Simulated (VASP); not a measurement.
A run of VASP 6.6.1 is set up as follows.

File INCAR:

```
  ALGO = Normal
  EDIFF = 1E-7
  ENCUT = 520
  GGA = PE
  ISIF = 2
  ISMEAR = 0
  LASPH = T
  LCHARG = F
  LREAL = F
  LWAVE = F
  NBANDS = 16
  NELM = 100
  PREC = Accurate
  SIGMA = 0.15
```

The input KPOINTS:

```
k-points
0
Gamma
  16 16 16
```

The input POSCAR:

```
GaSb
1.0
   -2.8351000000      2.8351000000      1.6207000000
    2.8351000000     -2.8351000000      1.6207000000
    2.8351000000      2.8351000000     -1.6207000000
Ga Sb
1 1
Direct
    0.2500000000      0.7500000000      0.5000000000
    0.0000000000      0.0000000000      0.0000000000
```

Potentials or basis: VASP PAW PBE potentials, release 64 (Ga_d, Sb).

The run is started by

```sh
$ cat potpaw_PBE.64/Ga_d/POTCAR potpaw_PBE.64/Sb/POTCAR > POTCAR
$ mpirun -np 1 vasp_std > vasp.out
```

Q: Estimate the band gap on the k mesh.

A: Zero (bands 9 and 10 overlap by 4.41 eV).

Q: Predict the pressure.

A: -3.2 GPa.

Stress tensor (GPa, compression positive):
```
-3.29  0.00  0.00
 0.00 -3.29  0.00
 0.00  0.00 -2.98
```

Caveat: the cell stands under tension; spin-orbit coupling is left out, which moves the levels of the heavy elements.
